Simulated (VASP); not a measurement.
# W in VASP: notebook

Runs on W. Level: PBE. Tasks: single point.

Program: VASP 6.6.1. These are calculated values, not measurements. Logs are shortened: lines on timing, memory, paths and dates and some standing lists are left out, and cuts for length are marked.

### Step 1. The cell of the first run

The cell holds a slab with vacuum, 8 atoms: a = 5.514 Å, b = 2.757 Å, c = 23.753 Å, α = 90.00°, β = 90.00°, γ = 109.47°.

### Step 2. Single point, PBE

Input file INCAR:

```
PREC = Accurate ; ENCUT = 400
EDIFF = 1E-6 ; ISMEAR = 0
SIGMA = 0.1 ; LREAL = F
LASPH = T ; NELM = 120
ALGO = Normal ; ISIF = 2
LWAVE = F ; LCHARG = F
LDIPOL = T ; IDIPOL = 3
DIPOL = 0.5 0.5 0.499 ; GGA = PE
NBANDS = 66 ; GGA_COMPAT = F
NELMDL = -8
```

Input file KPOINTS:

```
Automatic mesh
0
Gamma
  6 11 1
```

Input file POSCAR:

```
W
1.0
    5.5140796780      0.0000000000      0.0000000000
   -0.9190132797      2.5993620882      0.0000000000
    0.0000000000      0.0000000000     23.7533408060
W
8
Direct
    0.2500000000      0.5000000000      0.3578444005
    0.7500000000      0.5000000000      0.3578444005
    0.5000000000      0.0000000000      0.4526148002
    0.0000000000      0.0000000000      0.4526148002
    0.7500000000      0.5000000000      0.5476049918
    0.2500000000      0.5000000000      0.5476049918
    0.0000000000      0.0000000000      0.6389744830
    0.5000000000      0.0000000000      0.6389744830
```

Potentials or basis: VASP PAW PBE potentials, release 64 (W_sv).

Launch:

```bash
> cat potpaw_PBE.64/W_sv/POTCAR > POTCAR
> mpirun -np 1 vasp_std > vasp.out
```

OUTCAR:

```text
PREC = Accurate
   ENCUT = 400
   EDIFF = 1E-6
   ISMEAR = 0
   LREAL = F
   LASPH = T
   NELM = 120
   ISIF = 2
   GGA = PE
   NELMDL = -8

 ion  position               nearest neighbor table
   1  0.250  0.500  0.358-   2 2.76   2 2.76   4 2.76   3 2.76   2 3.18   2 3.18   3 3.18   4 3.18

   2  0.750  0.500  0.358-   1 2.76   1 2.76   3 2.76   4 2.76   1 3.18   1 3.18   3 3.18   4 3.18

   3  0.500  0.000  0.453-   4 2.76   4 2.76   1 2.76   2 2.76   6 2.76   5 2.76   4 3.18   4 3.18
                             2 3.18   1 3.18   5 3.19   6 3.19
   4  0.000  0.000  0.453-   3 2.76   3 2.76   2 2.76   1 2.76   5 2.76   6 2.76   3 3.18   3 3.18
                             2 3.18   1 3.18   5 3.19   6 3.19
   5  0.750  0.500  0.548-   7 2.69   8 2.69   6 2.76   6 2.76   4 2.76   3 2.76   8 3.13   7 3.13
                             6 3.18   6 3.18   3 3.19   4 3.19
   6  0.250  0.500  0.548-   8 2.69   7 2.69   5 2.76   5 2.76   3 2.76   4 2.76   8 3.13   7 3.13
                             5 3.18   5 3.18   3 3.19   4 3.19
   7  0.000  0.000  0.639-   6 2.69   5 2.69   8 2.76   8 2.76   6 3.13   5 3.13   8 3.18   8 3.18

   8  0.500  0.000  0.639-   5 2.69   6 2.69   7 2.76   7 2.76   6 3.13   5 3.13   7 3.18   7 3.18

  Warning from LATTYP: Monoclinic adjustment (A1->A3, A2->A1, A3->A2)!
  Warning from LATTYP: Got some problem with cell dimensions!
  Tried to take original basis but could not verify dimensions!
  LATTYP: Found a simple monoclinic cell.
 ALAT       =     2.7570398390
 B/A-ratio  =     8.6155232398
 C/A-ratio  =     1.9148542155
 COS(beta)  =    -0.1740776559

  Lattice vectors:

 A1 = (  -0.9190132797,   2.5993620882,   0.0000000000)
 A2 = (   0.0000000000,   0.0000000000, -23.7533408060)
 A3 = (  -4.5950663983,  -2.5993620882,   0.0000000000)

Analysis of symmetry for initial positions (statically):
=====================================================================
 Subroutine PRICEL returns following result:

  LATTYP: Found a base centered orthorhombic cell.
 ALAT       =     3.1835553864
 B/A-ratio  =     1.4142135624
 C/A-ratio  =     7.4612619926

  Lattice vectors:

 A1 = (   2.7570398390,   0.0000000000,   0.0000000000)
 A2 = (  -0.9190132797,   2.5993620882,   0.0000000000)
 A3 = (   0.0000000000,   0.0000000000,  23.7533408060)

   2 primitive cells build up your supercell.

 Routine SETGRP: Setting up the symmetry group for a
 simple monoclinic supercell.

 Subroutine GETGRP returns: Found  2 space group operations
 (whereof  2 operations were pure point group operations)
 out of a pool of  4 trial point group operations.

[... 144 lines left out ...]
   EFERMI =   0.00;   METHOD = LEGACY
   ISMEAR =     0;   SIGMA  =   0.10  broadening in eV -4-tet -1-fermi 0-gaus
   EFERMI_NEDOS =   21; number of points for ismear=-14 and -15
   IALGO  =     38    algorithm
   IMIX   =      4    mixing-type and parameters
     AMIX     =   0.40;   BMIX     =  1.00
     AMIX_MAG =   1.60;   BMIX_MAG =  1.00
  volume/ion in A,a.u.               =      42.56       287.19
  Fermi-wavevector in a.u.,A,eV,Ry     =   1.130124  2.135624 17.377084  1.277180
  Thomas-Fermi vector in A             =   2.266819
   LORBIT       =      0    0 simple, 1 ext, 2 COOP (PROOUT), +10 PAW based schemes
   GGA     = PE    functional components
   LHFCALC =     F    Hartree Fock is set to
   AEXX    =    0.0000 exact exchange contribution
   IVDW    =     0    specifies the selected vdW correction
   LEPSILON=     F    determine dielectric tensor
   LRPA    =     F    only Hartree local field effects (RPA)
 non-spin polarized calculation
 Gauss-broadening in eV      SIGMA  =   0.10
  energy-cutoff  :      400.00
  volume of cell :      340.46
 maximum number of plane-waves:      6233
   NGX = 17   NGY =  9   NGZ = 77

 dipolmoment           0.000000      0.000000      0.219568 electrons x Angstroem

 number of electron     112.0000037 magnetization

 dipolmoment           0.000000      0.000000     -0.008915 electrons x Angstroem

 Free energy of the ion-electron system (eV)
  ---------------------------------------------------
  ext. energy  EPLUGINS =         0.00000000
  ---------------------------------------------------
  free energy    TOTEN  =       -97.75589076 eV

  energy without entropy =      -97.72880622  energy(sigma->0) =      -97.74234849

 E-fermi :   1.2977     XC(G=0):  -6.0277

 val. band max:        1.2822522619   @ k =   0.3333   0.1818   0.0000
 cond. band min:       1.3047030547   @ k =   0.3333   0.2727   0.0000
 fundamental gap:      0.0224507928
 Fermi energy:         1.2977476164

 k-point     1 :       0.0000    0.0000    0.0000
  band No.  band energies     occupation
      1     -72.9161      2.00000
      2     -72.8526      2.00000
      3     -72.8283      2.00000
      4     -72.7958      2.00000
      5     -72.7566      2.00000
      6     -72.7085      2.00000
[... 1645 lines left out ...]
     65       3.8077      0.00000
     66       4.0174      0.00000

 [... further k-points ...]

------------------------ aborting loop because EDIFF is reached ----------------------------------------

 vacuum level on the upper side and lower side of the slab       (xc-potential included)        -0.176        -0.071

  FORCE on cell =-STRESS in cart. coord.  units (eV):
  Direction    XX          YY          ZZ          XY          YZ          ZX
  --------------------------------------------------------------------------------------
  -------------------------------------------------------------------------------------
  Total       -8.3850038     -9.2382929     -2.4522651     -1.4035195      0.0000000      0.0000000
  in kB      -39.4592955    -43.4748200    -11.5402040     -6.6048735      0.0000000      0.0000000
  external PRESSURE =     -31.4914398 kB  Pullay stress =       0.0000000 kB

 VOLUME and BASIS-vectors are now :
 -----------------------------------------------------------------------------
  energy-cutoff  :      400.00
  volume of cell :      340.46
      direct lattice vectors                 reciprocal lattice vectors
     5.514079678  0.000000000  0.000000000     0.181353926  0.064118296  0.000000000
    -0.919013280  2.599362088  0.000000000     0.000000000  0.384709773  0.000000000
     0.000000000  0.000000000 23.753340806     0.000000000  0.000000000  0.042099341

 POSITION                                       TOTAL-FORCE (eV/Angst)
 -----------------------------------------------------------------------------------
      0.91901      1.29968      8.50000         0.000000     -0.000000      0.610577
      3.67605      1.29968      8.50000        -0.000000     -0.000000      0.610577
      2.75704      0.00000     10.75111         0.000000      0.000000     -0.657498
      0.00000      0.00000     10.75111        -0.000000      0.000000     -0.657498
      3.67605      1.29968     13.00745        -0.000000     -0.000000      0.001530
      0.91901      1.29968     13.00745         0.000000     -0.000000      0.001530
      0.00000      0.00000     15.17778        -0.000000     -0.000000      0.045392
      2.75704      0.00000     15.17778         0.000000     -0.000000      0.045392
 -----------------------------------------------------------------------------------
    total drift:                                0.000000      0.000000      0.000002

  FREE ENERGIE OF THE ION-ELECTRON SYSTEM (eV)
  ---------------------------------------------------
  free  energy   TOTEN  =       -97.7558907635 eV

  energy  without entropy=      -97.7288062162  energy(sigma->0) =      -97.74234849

 vacuum level on the upper side and lower side of the slab         5.999         6.106
```

Run time: 9.9 min. Hardware: 1 thread of Intel Xeon 6975P-C (Granite Rapids), shared host; peak memory 0.53 GiB.

Results:

| Property | Result |
| --- | --- |
| Free energy | -97.7559 eV |
| Largest force | 0.657 eV/Å |
| Band gap on the k mesh | zero (bands 56 and 57 overlap by 1.61 eV) |

Forces in eV/Å, atoms in the order of the input:
```
W    0.000  0.000  0.611
W    0.000  0.000  0.611
W    0.000  0.000 -0.657
W    0.000  0.000 -0.657
W    0.000  0.000  0.002
W    0.000  0.000  0.002
W    0.000  0.000  0.045
W    0.000  0.000  0.045
```

Levels at points of the mesh, in eV from the Fermi level:
```csv
k point,band 53,band 54,band 55,band 56,band 57,band 58,band 59,band 60
"(0.00, 0.00, 0.00)",-1.14,-0.77,-0.36,0.61,0.68,0.70,0.76,1.69
"(0.50, 0.00, 0.00)",-1.46,-1.46,-1.38,-1.38,0.67,0.67,0.80,0.80
```

Caveat: spin-orbit coupling is left out, which moves the levels of the heavy elements.

### Step 3. Single point, PBE

This run uses another cell than the first one: it holds 6 atoms, not 8.

Input file INCAR:

```
SYSTEM = W
PREC = Accurate
ENCUT = 520
EDIFF = 1E-6
ISMEAR = 0
SIGMA = 0.1
LREAL = .FALSE.
LASPH = .TRUE.
NELM = 100
ALGO = Normal
ISIF = 2
LWAVE = .FALSE.
LCHARG = .TRUE.
LDIPOL = .TRUE.
IDIPOL = 3
DIPOL = 0.5 0.5 0.500
GGA = PE
LELF = .TRUE.
LVHAR = .TRUE.
LVACPOTAV = .TRUE.
NBANDS = 51
```

Input file KPOINTS:

```
Automatic mesh
0
G
  13 13 1
  0 0 0
```

Input file POSCAR:

```
W
1.0
    2.7570398385      0.0000000000      0.0000000000
   -0.9190132795      2.5993620877      0.0000000000
    0.0000000000      0.0000000000     26.2555680080
W
6
Direct
    0.5000000000      0.5000000000      0.2856536944
    0.0000000000      0.0000000000      0.3713922166
    0.5000000000      0.5000000000      0.4571307389
    0.0000000000      0.0000000000      0.5428692611
    0.5000000000      0.5000000000      0.6286077834
    0.0000000000      0.0000000000      0.7143463056
```

Potentials or basis: VASP PAW PBE potentials, release 64 (W_sv).

Launch:

```bash
> cat potpaw_PBE.64/W_sv/POTCAR > POTCAR
> mpirun -np 1 vasp_std > vasp.out
```

Run time: 8 min. Hardware: 1 thread of Intel Xeon 6975P-C (Granite Rapids), shared host; peak memory 0.53 GiB.

It converged, with:

| Item | Value |
| --- | --- |
| Free energy | -74.7821 eV |
| Largest force | 0.762 eV/Å |
| Band gap on the k mesh | zero (bands 42 and 43 overlap by 1.76 eV) |

Forces on the atoms (eV/Å):
```
W    0.000  0.000  0.684
W    0.000  0.000 -0.762
W    0.000  0.000  0.099
W    0.000  0.000 -0.099
W    0.000  0.000  0.762
W    0.000  0.000 -0.684
```

Levels at points of the mesh, in eV from the Fermi level:
| k point | band 38 | band 39 | band 40 | band 41 | band 42 | band 43 | band 44 | band 45 | band 46 | band 47 |
| --- | --- | --- | --- | --- | --- | --- | --- | --- | --- | --- |
| (0.00, 0.00, 0.00) | -1.30 | -1.28 | -1.21 | -1.03 | -0.95 | -0.16 | 0.00 | 0.56 | 1.07 | 1.61 |

Caveat: spin-orbit coupling is left out, which moves the levels of the heavy elements.

### Step 4. Single point, PBE

This run uses another cell than the first one: it holds 6 atoms, not 8.

Input file INCAR:

```
SYSTEM = W
  PREC = Accurate
  ENCUT = 520
  EDIFF = 1E-6
  ISMEAR = 0
  SIGMA = 0.1
  LREAL = .False.
  LASPH = .True.
  NELM = 80
  ALGO = Normal
  ISIF = 2
  LWAVE = .False.
  LCHARG = .False.
  LDIPOL = .True.
  IDIPOL = 3
  DIPOL = 0.5 0.5 0.500
  GGA = PE
  NBANDS = 51
```

Input file KPOINTS:

```
Automatic mesh
0
Gamma
  13 13 1
  0 0 0
```

Input file POSCAR:

```
W
1.0
    2.7570398385      0.0000000000      0.0000000000
   -0.9190132795      2.5993620877      0.0000000000
    0.0000000000      0.0000000000     26.2555680080
W
6
Direct
    0.5000000000      0.5000000000      0.2886197367
    0.0000000000      0.0000000000      0.3710153374
    0.5000000000      0.5000000000      0.4571706585
    0.0000000000      0.0000000000      0.5428293409
    0.5000000000      0.5000000000      0.6289846626
    0.0000000000      0.0000000000      0.7113802639
```

Potentials or basis: VASP PAW PBE potentials, release 64 (W_sv).

Launch:

```bash
> cat potpaw_PBE.64/W_sv/POTCAR > POTCAR
> mpirun -np 1 vasp_std > vasp.out
```

OUTCAR:

```text
SYSTEM = W
   PREC = Accurate
   ENCUT = 520
   EDIFF = 1E-6
   ISMEAR = 0
   LREAL = .False.
   LASPH = .True.
   NELM = 80
   ISIF = 2
   GGA = PE

 ion  position               nearest neighbor table
   1  0.500  0.500  0.289-   2 2.69   2 2.69   2 3.12   2 3.12
   2  0.000  0.000  0.371-   1 2.69   1 2.69   3 2.77   3 2.77   1 3.12   1 3.12   3 3.19   3 3.19

   3  0.500  0.500  0.457-   4 2.76   4 2.76   2 2.77   2 2.77   4 3.18   4 3.18   2 3.19   2 3.19

   4  0.000  0.000  0.543-   3 2.76   3 2.76   5 2.77   5 2.77   3 3.18   3 3.18   5 3.19   5 3.19

   5  0.500  0.500  0.629-   6 2.69   6 2.69   4 2.77   4 2.77   6 3.12   6 3.12   4 3.19   4 3.19

   6  0.000  0.000  0.711-   5 2.69   5 2.69   5 3.12   5 3.12

  LATTYP: Found a base centered orthorhombic cell.
 ALAT       =     3.1835553858
 B/A-ratio  =     1.4142135624
 C/A-ratio  =     8.2472471266

  Lattice vectors:

 A1 = (   2.7570398385,   0.0000000000,   0.0000000000)
 A2 = (  -0.9190132795,   2.5993620877,   0.0000000000)
 A3 = (   0.0000000000,   0.0000000000,  26.2555680080)

Analysis of symmetry for initial positions (statically):
=====================================================================
 Subroutine PRICEL returns:
 Original cell was already a primitive cell.

 Routine SETGRP: Setting up the symmetry group for a
 base centered orthorhombic supercell.

 Subroutine GETGRP returns: Found  8 space group operations
 (whereof  4 operations were pure point group operations)
 out of a pool of  8 trial point group operations.

The static configuration has the point symmetry C_2v.
 The point group associated with its full space group is D_2h.

Analysis of symmetry for dynamics (positions and initial velocities):
=====================================================================
 Subroutine PRICEL returns:
[... 144 lines left out ...]
   LHFCALC =     F    Hartree Fock is set to
   AEXX    =    0.0000 exact exchange contribution
   IVDW    =     0    specifies the selected vdW correction
   LEPSILON=     F    determine dielectric tensor
   LRPA    =     F    only Hartree local field effects (RPA)
 non-spin polarized calculation
 Gauss-broadening in eV      SIGMA  =   0.10
  energy-cutoff  :      520.00
  volume of cell :      188.16
 maximum number of plane-waves:      5118
 NGX is ok and might be reduce to    24

 dipolmoment           0.000000      0.000000     -0.000000 electrons x Angstroem

 number of electron      83.9999995 magnetization

 dipolmoment           0.000000      0.000000      0.000000 electrons x Angstroem

 Free energy of the ion-electron system (eV)
  ---------------------------------------------------
  ext. energy  EPLUGINS =         0.00000000
  ---------------------------------------------------
  free energy    TOTEN  =       -74.84270091 eV

  energy without entropy =      -74.82758299  energy(sigma->0) =      -74.83514195

 E-fermi :   3.4620     XC(G=0):  -7.7470

 val. band max:        3.4494060190   @ k =  -0.4615   0.0769   0.0000
 cond. band min:       3.4784292018   @ k =   0.3846   0.2308   0.0000
 fundamental gap:      0.0290231828
 Fermi energy:         3.4620497276

 k-point     1 :       0.0000    0.0000    0.0000
  band No.  band energies     occupation
      1     -70.7481      2.00000
      2     -70.7116      2.00000
      3     -70.6761      2.00000
      4     -70.6503      2.00000
      5     -70.5014      2.00000
      6     -70.5014      2.00000
[... 1285 lines left out ...]
     50       6.2232      0.00000
     51       6.6576      0.00000

 [... further k-points ...]

------------------------ aborting loop because EDIFF is reached ----------------------------------------

 vacuum level on the upper side and lower side of the slab       (xc-potential included)        -0.207        -0.207

  FORCE on cell =-STRESS in cart. coord.  units (eV):
  Direction    XX          YY          ZZ          XY          YZ          ZX
  --------------------------------------------------------------------------------------
  -------------------------------------------------------------------------------------
  Total       -2.7462610     -3.4903597      0.3077806     -1.0523144      0.0000000      0.0000000
  in kB      -23.3841267    -29.7200492      2.6207197     -8.9603476      0.0000000      0.0000000
  external PRESSURE =     -16.8278187 kB  Pullay stress =       0.0000000 kB

 VOLUME and BASIS-vectors are now :
 -----------------------------------------------------------------------------
  energy-cutoff  :      520.00
  volume of cell :      188.16
      direct lattice vectors                 reciprocal lattice vectors
     2.757039838  0.000000000  0.000000000     0.362707853  0.128236591  0.000000000
    -0.919013280  2.599362088  0.000000000     0.000000000  0.384709773  0.000000000
     0.000000000  0.000000000 26.255568008     0.000000000  0.000000000  0.038087159

 POSITION                                       TOTAL-FORCE (eV/Angst)
 -----------------------------------------------------------------------------------
      0.91901      1.29968      7.57788        -0.000000      0.000000     -0.045537
      0.00000      0.00000      9.74122         0.000000      0.000000      0.020132
      0.91901      1.29968     12.00328        -0.000000      0.000000     -0.003316
      0.00000      0.00000     14.25229        -0.000000      0.000000      0.003316
      0.91901      1.29968     16.51435         0.000000      0.000000     -0.020132
      0.00000      0.00000     18.67769        -0.000000      0.000000      0.045537
 -----------------------------------------------------------------------------------
    total drift:                                0.000000      0.000000      0.000119

  FREE ENERGIE OF THE ION-ELECTRON SYSTEM (eV)
  ---------------------------------------------------
  free  energy   TOTEN  =       -74.8427009104 eV

  energy  without entropy=      -74.8275829905  energy(sigma->0) =      -74.83514195

 vacuum level on the upper side and lower side of the slab         8.096         8.096
```

OSZICAR:

```text
N       E                     dE             d eps       ncg     rms          rms(c)
DAV:   1     0.113378833888E+04    0.11338E+04   -0.52893E+04  5582   0.172E+03
DAV:   2    -0.223720734333E+02   -0.11562E+04   -0.11326E+04  5531   0.554E+02
DAV:   3    -0.768154275895E+02   -0.54443E+02   -0.52802E+02  6086   0.120E+02
[... 18 lines left out ...]
DAV:  22    -0.748426703418E+02   -0.19703E-04   -0.12310E-06  3561   0.568E-03    0.905E-03
DAV:  23    -0.748426923260E+02   -0.21984E-04   -0.18748E-06  4361   0.105E-02    0.475E-03
DAV:  24    -0.748426938163E+02   -0.14902E-05   -0.28802E-07  3037   0.410E-03    0.265E-03
DAV:  25    -0.748427001217E+02   -0.63054E-05   -0.71935E-07  3659   0.579E-03    0.209E-03
DAV:  26    -0.748427009104E+02   -0.78875E-06   -0.11465E-07  3017   0.201E-03
   1 F= -.74842701E+02 E0= -.74835142E+02  d E =-.151179E-01
```

Wall time 7.6 min (1 thread of Intel Xeon 6975P-C (Granite Rapids), shared host); peak memory 0.52 GiB.

What came out:

| Item | Value |
| --- | --- |
| Free energy | -74.8427 eV |
| Largest force | 0.046 eV/Å |
| Band gap on the k mesh | zero (bands 42 and 43 overlap by 1.79 eV) |

Forces in eV/Å, atoms in the order of the input:
```
W    0.000  0.000 -0.046
W    0.000  0.000  0.020
W    0.000  0.000 -0.003
W    0.000  0.000  0.003
W    0.000  0.000 -0.020
W    0.000  0.000  0.046
```

Caveat: spin-orbit coupling is left out, which moves the levels of the heavy elements.

### Step 5. The runs side by side

| cell | k mesh | cutoff (eV) | gap on the mesh (eV) | largest force (eV/Å) |
| --- | --- | --- | --- | --- |
| a = 5.514, b = 2.757, c = 23.753 Å, angles 90.0, 90.0, 109.5°, 8 atoms, atomic positions A | 6 × 11 × 1 | 400 | none | 0.66 |
| a = 2.757, b = 2.757, c = 26.256 Å, angles 90.0, 90.0, 109.5°, 6 atoms, atomic positions B | 13 × 13 × 1 | 520 | none | 0.76 |
| a = 2.757, b = 2.757, c = 26.256 Å, angles 90.0, 90.0, 109.5°, 6 atoms, atomic positions C | 13 × 13 × 1 | 520 | none | 0.05 |

Alike in all rows: task single point; level PBE; potentials or basis VASP PAW PBE potentials, release 64 (W_sv); no spin polarisation; smearing gaussian 0.1 eV.

Caveats: spin-orbit coupling is left out, which moves the levels of the heavy elements.

Total energies depend on the potentials used, so only differences within one code and one set of settings carry meaning.
